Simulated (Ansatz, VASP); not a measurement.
# One calculation of CdS, two programs

INCAR

```
SYSTEM = CdS
PREC = Accurate
ENCUT = 520
EDIFF = 1E-7
ISMEAR = -1
SIGMA = 0.08
LREAL = .False.
LASPH = .True.
NELM = 100
ALGO = Normal
ISIF = 2
LWAVE = .False.
LCHARG = .True.
GGA = PE
LELF = .True.
LVHAR = .True.
NBANDS = 26
```

File KPOINTS:

```
Automatic mesh
0
Gamma
  10 10 6
  0 0 0
```

POSCAR

```
CdS
1.0
    3.7719623689      0.0000000000      0.0000000000
   -1.8859811844      3.2666152336      0.0000000000
    0.0000000000      0.0000000000      6.3573984739
Cd S
2 2
Direct
    0.0000000000      0.0000000000      0.0000000000
    0.0000000000      0.0000000000      0.5000000000
    0.3333333333      0.6666666667      0.2500000000
    0.6666666667      0.3333333333      0.7500000000
```

Input for Ansatz:

```yaml
crystal:
  lattice:
    - [3.7719623689, 0.0, 0.0]
    - [-1.8859811844, 3.2666152336, 0.0]
    - [0.0, 0.0, 6.3573984739]
  atoms:
    - { symbol: Cd, position: [0.0, 0.0, 0.0] }
    - { symbol: Cd, position: [0.0, 0.0, 0.5] }
    - { symbol: S, position: [0.3333333333, 0.6666666667, 0.25] }
    - { symbol: S, position: [0.6666666667, 0.3333333333, 0.75] }
kpoints:
  mp_grid: { grid: [10, 10, 6] }
scf:
  occupations: { method: fermi_dirac, width: 0.08 }
hamiltonian:
  xc: pbe
  pseudopotentials: { kind: all_electron, lapw: { basis_error: 0.0005 } }
output:
  forces: true
  stress: true
  eigenvalues: true
  populations: true
```

Alike in both runs: task single point; functional PBE; k mesh 10 × 10 × 6; occupations fermi-dirac, width 0.08 eV; no spin polarisation.

```csv
,VASP,Ansatz
version,VASP 6.6.1,Ansatz 0.2.0
potentials or method,"VASP PAW PBE potentials, release 64 (Cd, S), cutoff 520 eV","all-electron LAPW, scalar-relativistic"
```

```csv
,VASP,Ansatz,Ansatz less VASP
pressure (GPa),6.7,6.2,-0.52
```

Ansatz ran all-electron here, and VASP with PAW potentials.
